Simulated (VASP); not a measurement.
A run of VASP 6.6.1:

POSCAR

```
NaF
1.0
    2.9046659103      0.0000000000      0.0000000000
    0.0000000000      2.9046659103      0.0000000000
    0.0000000000      0.0000000000      2.9046659103
Na F
1 1
Direct
    0.0000000000      0.0000000000      0.0000000000
    0.5000000000      0.5000000000      0.5000000000
```

Contents of INCAR.step1:

```
PREC = Accurate
ENCUT = 520
EDIFF = 1E-5
ISMEAR = 0
SIGMA = 0.01
LREAL = F
LASPH = T
NELM = 60
ALGO = Normal
ISIF = 2
LWAVE = T
GGA = PE
NBANDS = 14
```

INCAR.step2

```
PREC = Accurate
ENCUT = 520
EDIFF = 1E-6
ISMEAR = 0
SIGMA = 0.01
LREAL = F
LASPH = T
NELM = 60
ALGO = Normal
ISIF = 2
LWAVE = F
LCHARG = T
GGA = PE
LHFCALC = T
HFSCREEN = 0.2079
PRECFOCK = Normal
LELF = T
LVHAR = T
ISTART = 1
NBANDS = 14
```

KPOINTS

```
Automatic mesh
0
Gamma
  6 6 6
```

Potentials or basis: VASP PAW PBE potentials, release 64 (Na_pv, F).

Run with:

```console
$ cat potpaw_PBE.64/Na_pv/POTCAR potpaw_PBE.64/F/POTCAR > POTCAR
$ cp INCAR.step1 INCAR
$ mpirun -np 1 vasp_std > vasp.out
$ cp INCAR.step2 INCAR
$ mpirun -np 1 vasp_std > vasp.out
```

Hardware: 1 thread of AMD EPYC 7R43 64-Core Processor (Zen 3) (shared host).

Problem. How long does it take, and how much memory?

Solution. Wall time 18 min on 1 thread of AMD EPYC 7R43 64-Core Processor (Zen 3), on a shared host, peak memory 0.2 GiB. Counts: k points 20.
